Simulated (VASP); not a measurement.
# BeCd2O3 in VASP: single point with PBEsol

Aim: the single point of BeCd2O3 with PBEsol.

Program: VASP 6.6.1. These are calculated values, not measurements. Logs are shortened: lines on timing, memory, paths and dates and some standing lists are left out, and cuts for length are marked.

### 1 The cell of the first run

The typed cell holds 6 atoms: a = 5.128 Å, b = 5.128 Å, c = 2.983 Å, α = 90.00°, β = 90.00°, γ = 119.92°.

### 2 Single point, PBEsol

The input, INCAR:

```
SYSTEM = BeCd2O3
  ALGO = Normal
  EDIFF = 1E-6
  ENCUT = 600
  GGA = PS
  GGA_COMPAT = .FALSE.
  ISIF = 2
  ISMEAR = -1
  LASPH = .TRUE.
  LCHARG = .TRUE.
  LELF = .TRUE.
  LREAL = .FALSE.
  LVHAR = .TRUE.
  LWAVE = .FALSE.
  NBANDS = 39
  NELM = 120
  PREC = Accurate
  SIGMA = 0.05
```

The input, KPOINTS:

```
k-points
0
G
  4 4 6
  0 0 0
```

The input, POSCAR:

```
BeCd2O3
1.0
    2.5666158725     -4.4396891116      0.0019353168
    2.5678247957      4.4390594378      0.0002056783
   -0.0015606270      0.0005769487      2.9829906212
Be Cd O
1 2 3
Direct
   -0.1995419220     -0.1958608762      0.0037948519
    0.4818598371      0.1386820655      0.5038978603
    0.1349840495      0.4855421162      0.5039001493
    0.8257942450      0.1359340301      0.0038769024
    0.1322718722      0.8295054090      0.0038694455
    0.6207756400      0.6244631366      0.5038308651
```

Potentials or basis: VASP PAW PBE potentials, release 64 (Be, Cd_sv_GW, O).

On the command line:

```sh
$ cat potpaw_PBE.64/Be/POTCAR potpaw_PBE.64/Cd_sv_GW/POTCAR potpaw_PBE.64/O/POTCAR > POTCAR
$ mpirun -np 1 vasp_std > vasp.out
```

OUTCAR:

```text
SYSTEM = BeCd2O3
   EDIFF = 1E-6
   ENCUT = 600
   GGA = PS
   ISIF = 2
   ISMEAR = -1
   LASPH = .TRUE.
   LREAL = .FALSE.
   NELM = 120
   PREC = Accurate

 ion  position               nearest neighbor table
   1  0.800  0.804  0.004-   4 1.64   5 1.64   6 1.75   6 1.75
   2  0.482  0.139  0.504-   6 2.22   5 2.26   5 2.26   4 2.32   4 2.32
   3  0.135  0.486  0.504-   6 2.22   4 2.26   4 2.26   5 2.32   5 2.32
   4  0.826  0.136  0.004-   1 1.64   3 2.26   3 2.26   2 2.32   2 2.32
   5  0.132  0.830  0.004-   1 1.64   2 2.26   2 2.26   3 2.32   3 2.32
   6  0.621  0.624  0.504-   1 1.75   1 1.75   2 2.22   3 2.22

  LATTYP: Found a base centered monoclinic cell.
 ALAT       =    12.9892742313
 B/A-ratio  =     0.6835446417
 C/A-ratio  =     0.2296503278
 COS(beta)  =    -0.9185593274

  Lattice vectors:

 A1 = (  -2.5634946185,   4.4385352142,  -5.9679165592)
 A2 = (  -2.5647035417,  -4.4402133352,  -5.9661869207)
 A3 = (  -0.0015606270,   0.0005769487,   2.9829906212)

Analysis of symmetry for initial positions (statically):
=====================================================================
 Subroutine PRICEL returns:
 Original cell was already a primitive cell.

 Routine SETGRP: Setting up the symmetry group for a
 base centered monoclinic supercell.

 Subroutine GETGRP returns: Found  1 space group operations
 (whereof  1 operations were pure point group operations)
 out of a pool of  4 trial point group operations.

The static configuration has the point symmetry C_1 .

Analysis of symmetry for dynamics (positions and initial velocities):
=====================================================================
 Subroutine PRICEL returns:
 Original cell was already a primitive cell.

 Routine SETGRP: Setting up the symmetry group for a
 base centered monoclinic supercell.

 Subroutine GETGRP returns: Found  1 space group operations
 (whereof  1 operations were pure point group operations)
 out of a pool of  4 trial point group operations.

The dynamic configuration has the point symmetry C_1 .

 Subroutine INISYM returns: Found  1 space group operations
 (whereof  1 operations are pure point group operations),
 and found     1 'primitive' translations

----------------------------------------------------------------------------------------

                                     Primitive cell

  volume of cell :      67.9934

  direct lattice vectors                    reciprocal lattice vectors
     2.566615872 -4.439689112  0.001935317     0.194749314 -0.112654978  0.000123677
     2.567824796  4.439059438  0.000205678     0.194776957  0.112601980  0.000080124
    -0.001560627  0.000576949  2.982990621    -0.000139780  0.000065325  0.335233955

  length of vectors
     5.128192683  5.128252423  2.982991085     0.224985455  0.224982834  0.335233991

  position of ions in fractional coordinates (direct lattice)
     0.800458078  0.804139124  0.003794852
     0.481859837  0.138682065  0.503897860
     0.134984049  0.485542116  0.503900149
     0.825794245  0.135934030  0.003876902
     0.132271872  0.829505409  0.003869446
     0.620775640  0.624463137  0.503830865

  ion indices of the primitive-cell ions
   primitive index   ion index
                 1           1
                 2           2
                 3           3
                 4           4
                 5           5
                 6           6

----------------------------------------------------------------------------------------

 KPOINTS: k-points

Automatic generation of k-mesh.
 Grid dimensions read from file:
 generate k-points for:    4    4    6

 Generating k-lattice:

  Cartesian coordinates                     Fractional coordinates (reciprocal lattice)
     0.048687329 -0.028163745  0.000030919     0.250000000  0.000000000 -0.000000000
     0.048694239  0.028150495  0.000020031    -0.000000000  0.250000000  0.000000000
    -0.000023297  0.000010887  0.055872326     0.000000000 -0.000000000  0.166666667

  Length of vectors
     0.056246364  0.056245708  0.055872332

  Shift w.r.t. Gamma in fractional coordinates (k-lattice)
     0.000000000  0.000000000  0.000000000

 Subroutine IBZKPT returns following result:
 ===========================================

 Found     52 irreducible k-points:

 Following reciprocal coordinates:
            Coordinates               Weight
  0.000000  0.000000  0.000000      1.000000
  0.250000  0.000000 -0.000000      2.000000
  0.000000 -0.250000  0.000000      2.000000
  0.500000  0.000000 -0.000000      1.000000
 -0.000000  0.500000 -0.000000      1.000000
  0.250000  0.250000 -0.000000      2.000000
[... 16 lines left out ...]
  0.500000  0.500000  0.166667      2.000000
 -0.250000  0.500000  0.166667      2.000000
 [... further k-points ...]
   k-points           NKPTS =     52   k-points in BZ     NKDIM =     52   number of bands    NBANDS=     39
   number of dos      NEDOS =    301   number of ions     NIONS =      6
   total plane-waves  NPLWV =  42336
   dimension x,y,z NGX =    42 NGY =   42 NGZ =   24
   dimension x,y,z NGXF=    84 NGYF=   84 NGZF=   48
   ions per type =               1   2   3
   NGX,Y,Z   is equivalent  to a cutoff of  13.62, 13.62, 13.38 a.u.
   NGXF,Y,Z  is equivalent  to a cutoff of  27.23, 27.23, 26.75 a.u.
 SYSTEM =  BeCd2O3
   PREC   = accura    normal or accurate (medium, high low for compatibility)
   ISTART =      0    job   : 0-new  1-cont  2-samecut
   ICHARG =      2    charge: 1-file 2-atom 10-const
   ISPIN  =      1    spin polarized calculation?
   LNONCOLLINEAR =      F non collinear calculations
   LSORBIT =      F    spin-orbit coupling
   LASPH  =      T    aspherical Exc in radial PAW
   ENCUT  =  600.0 eV  44.10 Ry    6.64 a.u.  10.24 10.24  5.96*2*pi/ulx,y,z
   NELM   =    120;   NELMIN=  2; NELMDL= -5     # of ELM steps
   EDIFF  = 0.1E-05   stopping-criterion for ELM
   LREAL  =      F    real-space projection
[... 7 lines left out ...]
   TEBEG  =    0.0;   TEEND  =   0.0 temperature during run
   PSTRESS=    0.0 pullay stress
   NELECT =      60.0000    total number of electrons
   NUPDOWN=      -1.0000    fix difference up-down
   EMIN   =  10.00;   EMAX   =-10.00  energy-range for DOS
   EFERMI =   0.00;   METHOD = LEGACY
   ISMEAR =    -1;   SIGMA  =   0.05  broadening in eV -4-tet -1-fermi 0-gaus
   EFERMI_NEDOS =   21; number of points for ismear=-14 and -15
   IALGO  =     38    algorithm
   IMIX   =      4    mixing-type and parameters
     AMIX     =   0.40;   BMIX     =  1.00
     AMIX_MAG =   1.60;   BMIX_MAG =  1.00
  volume/ion in A,a.u.               =      11.33        76.47
  Fermi-wavevector in a.u.,A,eV,Ry     =   1.570253  2.967348 33.547807  2.465694
  Thomas-Fermi vector in A             =   2.672014
   LORBIT       =      0    0 simple, 1 ext, 2 COOP (PROOUT), +10 PAW based schemes
   GGA     = PS    functional components
   LHFCALC =     F    Hartree Fock is set to
   AEXX    =    0.0000 exact exchange contribution
   IVDW    =     0    specifies the selected vdW correction
   LEPSILON=     F    determine dielectric tensor
   LRPA    =     F    only Hartree local field effects (RPA)
 non-spin polarized calculation
  energy-cutoff  :      600.00
  volume of cell :       67.99
 maximum number of plane-waves:      2292
 NGX is ok and might be reduce to    42
   NGX = 21   NGY = 21   NGZ = 11

 number of electron      60.0000010 magnetization

 Free energy of the ion-electron system (eV)
  ---------------------------------------------------
  ext. energy  EPLUGINS =         0.00000000
  ---------------------------------------------------
  free energy    TOTEN  =       -31.23172414 eV

  energy without entropy =      -31.23146874  energy(sigma->0) =      -31.23159644

 E-fermi :   4.6859     XC(G=0): -11.7964

 val. band max:        4.4391838919   @ k =   0.0000   0.0000   0.0000
 cond. band min:       4.8773491788   @ k =   0.0000   0.0000   0.0000
 fundamental gap:      0.4381652869
 Fermi energy:         4.6858745522

 k-point     1 :       0.0000    0.0000    0.0000
  band No.  band energies     occupation
      1     -96.1583      2.00000
      2     -96.1545      2.00000
      3     -57.3129      2.00000
      4     -57.2955      2.00000
      5     -57.2583      2.00000
      6     -57.2577      2.00000
[... 31 lines left out ...]
     38      17.8833      0.00000
     39      18.7041      0.00000

 k-point     2 :       0.2500    0.0000   -0.0000
  band No.  band energies     occupation
      1     -96.1577      2.00000
      2     -96.1550      2.00000
      3     -57.3121      2.00000
      4     -57.2977      2.00000
      5     -57.2569      2.00000
      6     -57.2533      2.00000
[... 31 lines left out ...]
     38      18.0561      0.00000
     39      18.1601      0.00000

 k-point     3 :       0.0000   -0.2500    0.0000
  band No.  band energies     occupation
      1     -96.1577      2.00000
      2     -96.1550      2.00000
      3     -57.3121      2.00000
      4     -57.2977      2.00000
      5     -57.2569      2.00000
      6     -57.2533      2.00000
[... 31 lines left out ...]
     38      18.0561      0.00000
     39      18.1598      0.00000

 k-point     4 :       0.5000    0.0000   -0.0000
  band No.  band energies     occupation
      1     -96.1567      2.00000
      2     -96.1561      2.00000
      3     -57.3114      2.00000
      4     -57.2999      2.00000
      5     -57.2556      2.00000
      6     -57.2547      2.00000
[... 31 lines left out ...]
     38      18.3121      0.00000
     39      18.6203      0.00000
[... 754 lines left out ...]
     38      17.2829      0.00000
     39      17.5632      0.00000

 k-point    23 :       0.5000    0.5000    0.1667
  band No.  band energies     occupation
      1     -96.1571      2.00000
      2     -96.1546      2.00000
      3     -57.3061      2.00000
      4     -57.3001      2.00000
      5     -57.2661      2.00000
      6     -57.2627      2.00000
[... 31 lines left out ...]
     38      16.3037      0.00000
     39      17.2736      0.00000

 k-point    24 :      -0.2500    0.5000    0.1667
  band No.  band energies     occupation
      1     -96.1568      2.00000
      2     -96.1549      2.00000
      3     -57.3087      2.00000
      4     -57.2993      2.00000
      5     -57.2656      2.00000
      6     -57.2632      2.00000
[... 31 lines left out ...]
     38      16.8141      0.00000
     39      17.3823      0.00000

 [... further k-points ...]

------------------------ aborting loop because EDIFF is reached ----------------------------------------

  FORCE on cell =-STRESS in cart. coord.  units (eV):
  Direction    XX          YY          ZZ          XY          YZ          ZX
  --------------------------------------------------------------------------------------
  -------------------------------------------------------------------------------------
  Total       -0.1781619     -0.1491358     -0.1784877     -0.0005771      0.0000447      0.0013674
  in kB       -4.1981544     -3.5141923     -4.2058326     -0.0135975      0.0010544      0.0322215
  external PRESSURE =      -3.9727264 kB  Pullay stress =       0.0000000 kB

 VOLUME and BASIS-vectors are now :
 -----------------------------------------------------------------------------
  energy-cutoff  :      600.00
  volume of cell :       67.99
      direct lattice vectors                 reciprocal lattice vectors
     2.566615872 -4.439689112  0.001935317     0.194749314 -0.112654978  0.000123677
     2.567824796  4.439059438  0.000205678     0.194776957  0.112601980  0.000080124
    -0.001560627  0.000576949  2.982990621    -0.000139780  0.000065325  0.335233955

 POSITION                                       TOTAL-FORCE (eV/Angst)
 -----------------------------------------------------------------------------------
      4.11935      0.01584      0.01303        -0.025857      0.000216      0.001068
      1.59207     -1.52340      1.50408        -0.000583     -0.003175     -0.000610
      1.59245      1.55635      1.50349        -0.000159      0.003155     -0.000708
      2.46855     -3.06285      0.01319         0.016899      0.023819      0.000096
      2.46951      3.09498      0.01197         0.015352     -0.023898      0.000197
      3.19602      0.01627      1.50425        -0.005651     -0.000118     -0.000042
 -----------------------------------------------------------------------------------
    total drift:                                0.000059     -0.000059     -0.001247

  FREE ENERGIE OF THE ION-ELECTRON SYSTEM (eV)
  ---------------------------------------------------
  free  energy   TOTEN  =       -31.2317241361 eV

  energy  without entropy=      -31.2314687419  energy(sigma->0) =      -31.23159644
```

It took 98 s on 1 thread of Intel Xeon 6975P-C (Granite Rapids), shared host; peak memory 0.31 GiB.

What came out:

```yaml
Free_energy: -31.2317 eV
Pressure: -0.4 GPa
Largest_force: 0.029 eV/Å
Band_gap_on_the_k_mesh: 0.44 eV
```

Forces on the atoms (eV/Å):
```
Be  -0.026  0.000  0.001
Cd  -0.001 -0.003 -0.001
Cd   0.000  0.003 -0.001
O    0.017  0.024  0.000
O    0.015 -0.024  0.000
O   -0.006  0.000  0.000
```

Levels at points of the mesh, in eV from the valence-band top:
| k point | band 28 | band 29 | band 30 | band 31 | band 32 | band 33 |
| --- | --- | --- | --- | --- | --- | --- |
| (0.00, 0.00, 0.00) | -0.71 | -0.62 | 0.00 | 0.44 | 6.32 | 7.29 |
| (0.50, 0.00, 0.00) | -1.02 | -0.61 | -0.43 | 3.17 | 3.60 | 6.39 |
| (0.00, 0.50, 0.00) | -1.02 | -0.61 | -0.43 | 3.17 | 3.60 | 6.39 |
| (0.50, 0.50, 0.00) | -1.20 | -0.96 | -0.05 | 3.05 | 3.68 | 6.04 |
| (0.00, 0.00, 0.50) | -1.91 | -1.42 | -0.54 | 5.10 | 5.37 | 6.20 |
| (0.50, 0.00, 0.50) | -1.44 | -0.92 | -0.51 | 4.43 | 6.12 | 6.39 |
| (0.00, 0.50, 0.50) | -1.44 | -0.92 | -0.51 | 4.43 | 6.12 | 6.39 |
| (0.50, 0.50, 0.50) | -2.04 | -0.81 | -0.17 | 4.93 | 5.66 | 6.33 |

Caveat: the PAW data sets were made with another functional, which shifts forces and pressure a little.
